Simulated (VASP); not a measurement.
# Ni (P6_3/mmc) in VASP: a series of runs

Runs on Ni. Level: PBEsol. Tasks: single point.

Program: VASP 6.6.1. These are calculated values, not measurements. Logs are shortened: lines on timing, memory, paths and dates and some standing lists are left out, and cuts for length are marked.

## Step 1: The cell of the first run

The structure is hexagonal, space group P6_3/mmc (No. 194). Conventional cell: a = 2.448 Å, b = 2.448 Å, c = 4.073 Å, α = 90.00°, β = 90.00°, γ = 120.00°. Within 3.2 Å of Ni (site symmetry -6m2) lie 12 Ni at 2.45 to 2.48 Å.

## Step 2: Single point, PBEsol, collinear spin, ferrimagnetic start

The input, INCAR:

```
SYSTEM = Ni
  PREC = Accurate
  ENCUT = 520
  EDIFF = 1E-6
  ISMEAR = -1
  SIGMA = 0.05
  LREAL = .False.
  LASPH = .True.
  NELM = 150
  ALGO = Normal
  ISIF = 2
  LWAVE = .False.
  LCHARG = .False.
  ISPIN = 2
  MAGMOM = 1 -0.5
  LORBIT = 11
  LMAXMIX = 4
  GGA = PS
  NBANDS = 21
```

The input, KPOINTS:

```
regular mesh
0
Gamma
  12 12 7
  0 0 0
```

The input, POSCAR:

```
Ni
1.0
    2.4480228978      0.0000000000      0.0000000000
   -1.2240114489      2.1200500186      0.0000000000
    0.0000000000      0.0000000000      4.0728075700
Ni
2
Direct
    0.6666666667      0.3333333333      0.7500000000
    0.3333333333      0.6666666667      0.2500000000
```

Potentials or basis: VASP PAW PBE potentials, release 64 (Ni).

Launch:

```bash
> cat potpaw_PBE.64/Ni/POTCAR > POTCAR
> mpirun -np 1 vasp_std > vasp.out
```

OUTCAR:

```text
SYSTEM = Ni
   PREC = Accurate
   ENCUT = 520
   EDIFF = 1E-6
   ISMEAR = -1
   LREAL = .False.
   LASPH = .True.
   NELM = 150
   ISIF = 2
   ISPIN = 2
   LORBIT = 11
   GGA = PS

 ion  position               nearest neighbor table
   1  0.667  0.333  0.750-   2 2.48   2 2.48   2 2.48   2 2.48   2 2.48   2 2.48
   2  0.333  0.667  0.250-   1 2.48   1 2.48   1 2.48   1 2.48   1 2.48   1 2.48

  LATTYP: Found a hexagonal cell.
 ALAT       =     2.4480228978
 C/A-ratio  =     1.6637130207

  Lattice vectors:

 A1 = (   2.4480228978,   0.0000000000,   0.0000000000)
 A2 = (  -1.2240114489,   2.1200500186,   0.0000000000)
 A3 = (   0.0000000000,   0.0000000000,   4.0728075700)

Analysis of symmetry for initial positions (statically):
=====================================================================
 Subroutine PRICEL returns:
 Original cell was already a primitive cell.

 Routine SETGRP: Setting up the symmetry group for a
 hexagonal supercell.

 Subroutine GETGRP returns: Found 24 space group operations
 (whereof 12 operations were pure point group operations)
 out of a pool of 24 trial point group operations.

The static configuration has the point symmetry D_3d.
 The point group associated with its full space group is D_6h.

Analysis of symmetry for dynamics (positions and initial velocities):
=====================================================================
 Subroutine PRICEL returns:
 Original cell was already a primitive cell.

 Routine SETGRP: Setting up the symmetry group for a
 hexagonal supercell.

 Subroutine GETGRP returns: Found 24 space group operations
 (whereof 12 operations were pure point group operations)
 out of a pool of 24 trial point group operations.

The dynamic configuration has the point symmetry D_3d.
 The point group associated with its full space group is D_6h.

Analysis of structural, dynamic, and magnetic symmetry:
=====================================================================
 Subroutine PRICEL returns:
 Original cell was already a primitive cell.

 Routine SETGRP: Setting up the symmetry group for a
 hexagonal supercell.

 Subroutine GETGRP returns: Found 12 space group operations
 (whereof  6 operations were pure point group operations)
 out of a pool of 24 trial point group operations.

The overall configuration has the point symmetry C_3v.
 The point group associated with its full space group is D_3h.

 Subroutine INISYM returns: Found 12 space group operations
 (whereof  6 operations are pure point group operations),
 and found     1 'primitive' translations
[... 109 lines left out ...]
   EFERMI =   0.00;   METHOD = LEGACY
   ISMEAR =    -1;   SIGMA  =   0.05  broadening in eV -4-tet -1-fermi 0-gaus
   EFERMI_NEDOS =   21; number of points for ismear=-14 and -15
   IALGO  =     38    algorithm
   IMIX   =      4    mixing-type and parameters
     AMIX     =   0.40;   BMIX     =  1.00
     AMIX_MAG =   1.60;   BMIX_MAG =  1.00
  volume/ion in A,a.u.               =      10.57        71.32
  Fermi-wavevector in a.u.,A,eV,Ry     =   1.607187  3.037143 35.144518  2.583049
  Thomas-Fermi vector in A             =   2.703255
   LORBIT       =     11    0 simple, 1 ext, 2 COOP (PROOUT), +10 PAW based schemes
   GGA     = PS    functional components
   LHFCALC =     F    Hartree Fock is set to
   AEXX    =    0.0000 exact exchange contribution
   IVDW    =     0    specifies the selected vdW correction
   LEPSILON=     F    determine dielectric tensor
   LRPA    =     F    only Hartree local field effects (RPA)
 spin polarized calculation
  energy-cutoff  :      520.00
  volume of cell :       21.14
 maximum number of plane-waves:       586
   NGX =  9   NGY =  9   NGZ = 15

 number of electron      19.9999995 magnetization       1.2699636

 Free energy of the ion-electron system (eV)
  ---------------------------------------------------
  ext. energy  EPLUGINS =         0.00000000
  ---------------------------------------------------
  free energy    TOTEN  =       -12.22623997 eV

  energy without entropy =      -12.19097540  energy(sigma->0) =      -12.20860769

 E-fermi :   9.6252     XC(G=0): -13.6071

 val. band max:        9.6197675778   @ k =   0.0000   0.0000   0.0000
 cond. band min:       9.6262363362   @ k =   0.0833   0.0000   0.1429
 fundamental gap:      0.0064687584
 Fermi energy:         9.6252185948

 spin component 1

 k-point     1 :       0.0000    0.0000    0.0000
  band No.  band energies     occupation
      1       0.3381      1.00000
      2       4.5721      1.00000
      3       7.0399      1.00000
      4       7.2005      1.00000
      5       7.2005      1.00000
      6       7.4653      1.00000
[... 565 lines left out ...]
     20      34.6332      0.00000
     21      37.7282      0.00000

 [... further k-points ...]

 spin component 2

 k-point     1 :       0.0000    0.0000    0.0000
  band No.  band energies     occupation
      1       0.3324      1.00000
      2       4.9729      1.00000
      3       7.7360      1.00000
      4       7.8778      1.00000
      5       7.8778      1.00000
      6       8.1610      1.00000
[... 565 lines left out ...]
     20      34.7416      0.00000
     21      37.8028      0.00000

 [... further k-points ...]
[... 5 lines left out ...]
  --------------------------------------------------------------------------------------
  -------------------------------------------------------------------------------------
  Total       -0.2337918     -0.2337918     -0.7467578      0.0000000     -0.0000000      0.0000000
  in kB      -17.7208410    -17.7208410    -56.6024030      0.0000000     -0.0000000      0.0000000
  external PRESSURE =     -30.6813616 kB  Pullay stress =       0.0000000 kB

 VOLUME and BASIS-vectors are now :
 -----------------------------------------------------------------------------
  energy-cutoff  :      520.00
  volume of cell :       21.14
      direct lattice vectors                 reciprocal lattice vectors
     2.448022898  0.000000000  0.000000000     0.408492911  0.235843492  0.000000000
    -1.224011449  2.120050019  0.000000000     0.000000000  0.471686984  0.000000000
     0.000000000  0.000000000  4.072807570     0.000000000  0.000000000  0.245530873

 POSITION                                       TOTAL-FORCE (eV/Angst)
 -----------------------------------------------------------------------------------
      1.22401      0.70668      3.05461        -0.000000      0.000000      0.000000
     -0.00000      1.41337      1.01820         0.000000      0.000000     -0.000000
 -----------------------------------------------------------------------------------
    total drift:                               -0.000000      0.000000     -0.000000

  FREE ENERGIE OF THE ION-ELECTRON SYSTEM (eV)
  ---------------------------------------------------
  free  energy   TOTEN  =       -12.2262399715 eV

  energy  without entropy=      -12.1909754043  energy(sigma->0) =      -12.20860769

 total charge

# of ion       s       p       d       tot
------------------------------------------
    1        0.512   0.529   8.326   9.368
    2        0.512   0.529   8.326   9.368
--------------------------------------------------
tot          1.025   1.058  16.652  18.735

 magnetization (x)

# of ion       s       p       d       tot
------------------------------------------
    1       -0.005  -0.024   0.670   0.642
    2       -0.005  -0.024   0.670   0.642
--------------------------------------------------
tot         -0.010  -0.047   1.341   1.284
```

OSZICAR:

```text
N       E                     dE             d eps       ncg     rms          rms(c)
DAV:   1     0.942399528074E+02    0.94240E+02   -0.87695E+03  6848   0.136E+03
DAV:   2    -0.900372323428E+01   -0.10324E+03   -0.95370E+02  6509   0.234E+02
DAV:   3    -0.144890458900E+02   -0.54853E+01   -0.53030E+01  7292   0.621E+01
DAV:   4    -0.145549598550E+02   -0.65914E-01   -0.65863E-01  7393   0.639E+00
DAV:   5    -0.145567030528E+02   -0.17432E-02   -0.17431E-02  7380   0.104E+00    0.154E+01
DAV:   6    -0.130111632137E+02    0.15455E+01   -0.87765E+00  7505   0.636E+01    0.107E+01
DAV:   7    -0.141330769600E+02   -0.11219E+01   -0.10598E+01  8275   0.720E+01    0.164E+01
DAV:   8    -0.121957401007E+02    0.19373E+01   -0.23754E+00  8588   0.423E+01    0.305E+00
DAV:   9    -0.122228752107E+02   -0.27135E-01   -0.13253E-01  8146   0.490E+00    0.140E+00
DAV:  10    -0.122287903143E+02   -0.59151E-02   -0.45801E-02  9486   0.287E+00    0.703E-01
DAV:  11    -0.122259849931E+02    0.28053E-02   -0.53293E-03 10014   0.155E+00    0.298E-01
DAV:  12    -0.122261898809E+02   -0.20489E-03   -0.15430E-03  9235   0.472E-01    0.128E-01
DAV:  13    -0.122262417903E+02   -0.51909E-04   -0.25830E-04  9035   0.323E-01    0.739E-02
DAV:  14    -0.122262368690E+02    0.49213E-05   -0.15718E-04  9303   0.185E-01    0.392E-02
DAV:  15    -0.122262396378E+02   -0.27688E-05   -0.14638E-05  8029   0.694E-02    0.132E-02
DAV:  16    -0.122262399715E+02   -0.33374E-06   -0.40802E-06  3881   0.259E-02
   1 F= -.12226240E+02 E0= -.12208608E+02  d E =-.352646E-01  mag=     1.2700
```

Run time: 30 s. Hardware: 1 thread of Intel Xeon 6975P-C (Granite Rapids), shared host; peak memory 0.17 GiB.

Results:

- Free energy: -12.2262 eV
- Pressure: -3.1 GPa
- Net moment: 1.27 μB per cell
- Site moments: Ni +0.64 μB
- Valence electrons inside the program's atomic spheres: Ni 9.37

Caveat: the PAW data sets were made with another functional, which shifts forces and pressure a little.

## Step 3: Single point, PBEsol, collinear spin, ferrimagnetic start

The input, INCAR:

```
SYSTEM = Ni
PREC = Accurate ; ENCUT = 520
EDIFF = 1E-7 ; ISMEAR = -1
SIGMA = 0.05 ; LREAL = .FALSE.
LASPH = .TRUE. ; NELM = 150
ALGO = Fast ; ISIF = 2
LWAVE = .FALSE. ; LCHARG = .TRUE.
ISPIN = 2 ; MAGMOM = 0.83 -0.38
LORBIT = 11 ; LMAXMIX = 4
GGA = PS ; LELF = .TRUE.
LVHAR = .TRUE. ; NBANDS = 21
```

The input, KPOINTS:

```
Automatic mesh
0
G
  12 12 7
  0 0 0
```

POSCAR is that of step 2.

Potentials or basis: VASP PAW PBE potentials, release 64 (Ni).

Launch:

```bash
> cat potpaw_PBE.64/Ni/POTCAR > POTCAR
> mpirun -np 1 vasp_std > vasp.out
```

Wall time 35 s (1 thread of Intel Xeon 6975P-C (Granite Rapids), shared host); peak memory 0.16 GiB.

The run converged. Its results:

| Item | Value |
| --- | --- |
| Free energy | -12.2262 eV |
| Pressure | -3.1 GPa |
| Net moment | 1.27 μB per cell |
| Site moments | Ni +0.64 μB |
| Valence electrons inside the program's atomic spheres | Ni 9.37 |

Stress tensor (GPa, compression positive):
```
-1.78  0.00  0.00
 0.00 -1.78  0.00
 0.00  0.00 -5.68
```

Levels at points of the mesh, in eV from the Fermi level:
Spin up:
```tsv
k point	band 8	band 9	band 10	band 11	band 12	band 13	band 14	band 15
(0.00, 0.00, 0.00)	-1.65	-1.65	-0.71	-0.71	-0.61	5.57	23.04	25.24
(0.50, 0.00, 0.00)	-0.59	-0.55	-0.47	1.20	3.15	9.37	9.93	12.50
```
Spin down:
```tsv
k point	band 7	band 8	band 9	band 10	band 11	band 12	band 13	band 14
(0.00, 0.00, 0.00)	-1.46	-0.98	-0.98	-0.64	-0.01	-0.01	5.99	22.94
(0.50, 0.00, 0.00)	-1.48	0.17	0.19	0.31	1.68	3.54	9.51	10.06
```

Caveat: the PAW data sets were made with another functional, which shifts forces and pressure a little.

## Step 4: Single point, PBEsol, collinear spin, ferromagnetic start

This run uses another cell than the first one, of 9.93 Å³/atom, 0.940 times its volume.

The input, INCAR:

```
SYSTEM = Ni
PREC     = Accurate       ! precision mode
ENCUT    = 520            ! plane-wave cutoff, eV
EDIFF    = 1E-6           ! SCF threshold, eV
ISMEAR   = -1             ! smearing method
SIGMA    = 0.05           ! smearing width, eV
LREAL    = .FALSE.        ! projectors in reciprocal space
LASPH    = .TRUE.         ! aspherical terms in the spheres
NELM     = 150            ! most SCF steps
ALGO     = Normal         ! electronic algorithm
ISIF     = 2              ! what is computed and relaxed
LWAVE    = .FALSE.        ! write WAVECAR
LCHARG   = .FALSE.        ! write CHGCAR
ISPIN    = 2              ! spin polarisation
MAGMOM   = 1 1            ! initial moments
LORBIT   = 11             ! projections on sites
LMAXMIX  = 4              ! l up to which the mixer works
GGA      = PS             ! functional
NBANDS   = 21             ! bands
```

KPOINTS is that of step 3.

The input, POSCAR:

```
Ni
1.0
    2.3980492245      0.0000000000      0.0000000000
   -1.1990246123      2.0767715480      0.0000000000
    0.0000000000      0.0000000000      3.9896657190
Ni
2
Direct
    0.6666666667      0.3333333333      0.7500000000
    0.3333333333      0.6666666667      0.2500000000
```

Launch:

```bash
> cat potpaw_PBE.64/Ni/POTCAR > POTCAR
> mpirun -np 1 vasp_std > vasp.out
```

Run time: 27 s. Hardware: 1 thread of Intel Xeon 6975P-C (Granite Rapids), shared host; peak memory 0.16 GiB.

It converged, with:

```
Free energy                                           : -12.1947 eV
Pressure                                              : 11.8 GPa
Net moment                                            : 1.20 μB per cell
Site moments                                          : Ni +0.60 μB
Valence electrons inside the program's atomic spheres : Ni 9.49
```

Stress tensor (GPa, compression positive):
```
13.35  0.00  0.00
 0.00 13.35  0.00
 0.00  0.00  8.78
```

Levels at points of the mesh, in eV from the Fermi level:
Spin up:
| k point | band 9 | band 10 | band 11 | band 12 | band 13 | band 14 |
| --- | --- | --- | --- | --- | --- | --- |
| (0.00, 0.00, 0.00) | -1.72 | -0.74 | -0.69 | -0.69 | 6.04 | 23.57 |
| (0.50, 0.00, 0.00) | -0.50 | -0.42 | 1.31 | 3.40 | 9.79 | 10.45 |
Spin down:
```
           k point  band 8  band 9  band 10  band 11  band 12  band 13
(0.00, 0.00, 0.00)   -1.08   -1.08    -0.76    -0.01    -0.01     6.45
(0.50, 0.00, 0.00)    0.18    0.19     0.33     1.78     3.77     9.93
```

Caveat: the PAW data sets were made with another functional, which shifts forces and pressure a little.

## Step 5: Single point, PBEsol, collinear spin, ferromagnetic start

This run uses another cell than the first one, of 10.36 Å³/atom, 0.980 times its volume.

The input, INCAR:

```
PREC = Accurate
ENCUT = 520
EDIFF = 1E-7
ISMEAR = -1
SIGMA = 0.05
LREAL = False
LASPH = True
NELM = 150
ALGO = Normal
ISIF = 2
LWAVE = False
LCHARG = False
ISPIN = 2
MAGMOM = 1 1
LORBIT = 11
LMAXMIX = 4
GGA = PS
NBANDS = 21
```

The input, KPOINTS:

```
Automatic mesh
0
Gamma
  12 12 7
```

The input, POSCAR:

```
Ni
1.0
    2.4315927189      0.0000000000      0.0000000000
   -1.2157963594      2.1058210663      0.0000000000
    0.0000000000      0.0000000000      4.0454724674
Ni
2
Direct
    0.6666666667      0.3333333333      0.7500000000
    0.3333333333      0.6666666667      0.2500000000
```

Launch:

```bash
> cat potpaw_PBE.64/Ni/POTCAR > POTCAR
> mpirun -np 1 vasp_std > vasp.out
```

Run time: 32 s. Hardware: 1 thread of Intel Xeon 6975P-C (Granite Rapids), shared host; peak memory 0.16 GiB.

Results (log left out):

* Free energy: -12.2286 eV
* Pressure: 1.3 GPa
* Net moment: 1.25 μB per cell
* Site moments: Ni +0.63 μB
* Valence electrons inside the program's atomic spheres: Ni 9.41

Stress tensor (GPa, compression positive):
```
 2.72  0.00  0.00
 0.00  2.72  0.00
 0.00  0.00 -1.40
```

Levels at points of the mesh, in eV from the Fermi level:
Spin up:
| k point | band 9 | band 10 | band 11 | band 12 | band 13 | band 14 |
| --- | --- | --- | --- | --- | --- | --- |
| (0.00, 0.00, 0.00) | -1.67 | -0.71 | -0.71 | -0.65 | 5.72 | 23.21 |
| (0.50, 0.00, 0.00) | -0.54 | -0.45 | 1.23 | 3.23 | 9.50 | 10.09 |
Spin down:
```tsv
k point	band 6	band 7	band 8	band 9	band 10	band 11	band 12	band 13	band 14	band 15
(0.00, 0.00, 0.00)	-1.51	-1.51	-1.01	-1.01	-0.68	-0.01	-0.01	6.14	23.12	25.43
(0.50, 0.00, 0.00)	-1.85	-1.52	0.17	0.19	0.31	1.72	3.61	9.64	10.23	12.87
```

Caveat: the PAW data sets were made with another functional, which shifts forces and pressure a little.

## Step 6: Single point, PBEsol, collinear spin, ferromagnetic start

The input, INCAR:

```
  PREC = Accurate
  ENCUT = 520
  EDIFF = 1E-7
  ISMEAR = -1
  SIGMA = 0.05
  LREAL = False
  LASPH = True
  NELM = 150
  ALGO = Normal
  ISIF = 2
  LWAVE = False
  LCHARG = False
  ISPIN = 2
  MAGMOM = 1 1
  LORBIT = 11
  LMAXMIX = 4
  GGA = PS
  NBANDS = 21
```

KPOINTS is that of step 5.

The input, POSCAR:

```
Ni
1.0
    2.4480228978      0.0000000000      0.0000000000
   -1.2240114489      2.1200500186      0.0000000000
    0.0000000000      0.0000000000      4.0728075700
Ni
2
Direct
    0.6666666667      0.3333333333      0.7500000000
    0.3333333333      0.6666666667      0.2500000000
```

Potentials or basis: VASP PAW PBE potentials, release 64 (Ni).

Launch:

```bash
> cat potpaw_PBE.64/Ni/POTCAR > POTCAR
> mpirun -np 1 vasp_std > vasp.out
```

Run time: 32 s. Hardware: 1 thread of Intel Xeon 6975P-C (Granite Rapids), shared host; peak memory 0.16 GiB.

The run converged. Its results:

```yaml
Free_energy: -12.2262 eV
Pressure: -3.1 GPa
Net_moment: 1.27 μB per cell
Site_moments: Ni +0.64 μB
Valence_electrons_inside_the_program's_atomic_spheres: Ni 9.37
```

Stress tensor (GPa, compression positive):
```
-1.77  0.00  0.00
 0.00 -1.77  0.00
 0.00  0.00 -5.67
```

Levels at points of the mesh, in eV from the Fermi level:
Spin up:
```tsv
k point	band 9	band 10	band 11	band 12	band 13	band 14
(0.00, 0.00, 0.00)	-1.65	-0.71	-0.71	-0.61	5.57	23.04
(0.50, 0.00, 0.00)	-0.55	-0.47	1.20	3.15	9.37	9.93
```
Spin down:
```tsv
k point	band 6	band 7	band 8	band 9	band 10	band 11	band 12	band 13	band 14	band 15
(0.00, 0.00, 0.00)	-1.46	-1.46	-0.98	-0.98	-0.64	-0.01	-0.01	5.99	22.94	25.21
(0.50, 0.00, 0.00)	-1.79	-1.48	0.17	0.19	0.31	1.68	3.54	9.51	10.06	12.70
```

Caveat: the PAW data sets were made with another functional, which shifts forces and pressure a little.

## Step 7: The runs side by side

```tsv
spin	cell	gap on the mesh (eV)	pressure (GPa)	moment (μB)
collinear, ferrimagnetic start	a = 2.448, b = 2.448, c = 4.073 Å, angles 90.0, 90.0, 120.0°, 2 atoms	none	-3.1	1.27
collinear, ferromagnetic start	a = 2.398, b = 2.398, c = 3.990 Å, angles 90.0, 90.0, 120.0°, 2 atoms	none	11.8	1.20
collinear, ferromagnetic start	a = 2.432, b = 2.432, c = 4.045 Å, angles 90.0, 90.0, 120.0°, 2 atoms	none	1.3	1.25
collinear, ferromagnetic start	a = 2.448, b = 2.448, c = 4.073 Å, angles 90.0, 90.0, 120.0°, 2 atoms	none	-3.1	1.27
```

Alike in all rows: task single point; level PBEsol; potentials or basis VASP PAW PBE potentials, release 64 (Ni); k mesh 12 × 12 × 7; cutoff (eV) 520; smearing fermi-dirac 0.05 eV.

Caveats: the PAW data sets were made with another functional, which shifts forces and pressure a little.

Absolute energies hang on the potentials; compare differences alone.
